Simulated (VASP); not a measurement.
Here is a VASP 6.6.1 calculation.

INCAR

```
SYSTEM = GaN
  PREC = Accurate
  ENCUT = 520
  EDIFF = 1E-6
  ISMEAR = 0
  SIGMA = 0.02
  LREAL = .False.
  LASPH = .True.
  NELM = 80
  ALGO = Normal
  ISIF = 2
  LWAVE = .False.
  LCHARG = .False.
  GGA = PS
  NBANDS = 26
```

File KPOINTS:

```
regular mesh
0
Gamma
  12 12 6
  0 0 0
```

Contents of POSCAR:

```
GaN
1.0
    3.1826870465      0.0000002883      0.0000000000
   -1.5913437729      2.7562876904      0.0000000000
    0.0000000000      0.0000000000      5.1857996774
Ga N
2 2
Direct
    0.0000000000      0.0000000000     -0.0008058264
    0.3333333333      0.6666666667      0.4991941736
    0.0000000000      0.0000000000      0.3758058264
    0.3333333333      0.6666666667      0.8758058264
```

Potentials or basis: VASP PAW PBE potentials, release 64 (Ga_d, N).

Command:

```bash
$ cat potpaw_PBE.64/Ga_d/POTCAR potpaw_PBE.64/N/POTCAR > POTCAR
$ mpirun -np 1 vasp_std > vasp.out
```

(1) What does it give for the pressure?

(2) What does it give for the band gap on the k mesh?

Answers

(1) -0.2 GPa.

(2) 1.89 eV.

Caveat: the PAW data sets were made with another functional, which shifts forces and pressure a little.
